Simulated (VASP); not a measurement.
Write the native input for VASP 6.6.1 that does the following.

```yaml
Task: single point
Functional: PBE
Potentials_or_basis: VASP PAW PBE potentials, release 64 (Zn)
Cutoff: 520 eV
k_mesh: 41 × 41 × 41
Occupations: fermi-dirac, width 0.0612256 eV
Spin: no spin polarisation
Dipole_correction: no
Further_INCAR_settings: ALGO = Normal; EDIFF = 1e-06; NBANDS = 12
```

The structure of Zn lies in POSCAR:

```
Zn
1.0
    2.5775148335      0.0000000000      0.0000000000
    0.0000000000      2.5775148335      0.0000000000
    0.0000000000      0.0000000000      2.5775148335
Zn
1
Direct
    0.0000000000      0.0000000000      0.0000000000
```

One way to write it, as run:

INCAR

```
SYSTEM = Zn
ALGO = Normal ; EDIFF = 1E-6
ENCUT = 520 ; GGA = PE
ISIF = 2 ; ISMEAR = -1
LASPH = .TRUE. ; LCHARG = .FALSE.
LREAL = .FALSE. ; LWAVE = .FALSE.
NBANDS = 12 ; NELM = 60
PREC = Accurate ; SIGMA = 0.06122561905347299
```

KPOINTS

```
k-points
0
G
  41 41 41
  0 0 0
```

Potentials or basis: VASP PAW PBE potentials, release 64 (Zn).

The run is started by

```console
$ cat potpaw_PBE.64/Zn/POTCAR > POTCAR
$ mpirun -np 1 vasp_std > vasp.out
```

Results of the run:

| Item | Value |
| --- | --- |
| Pressure | 3.6 GPa |
| Band gap on the k mesh | zero (band 6 reaches 7.77 eV, above the bottom of band 7 at -0.49 eV) |

Run time: 2.4 min on 1 thread of Intel(R) Xeon(R) Platinum 8375C CPU @ 2.90GHz (Ice Lake) (shared host), peak memory 0.43 GiB.
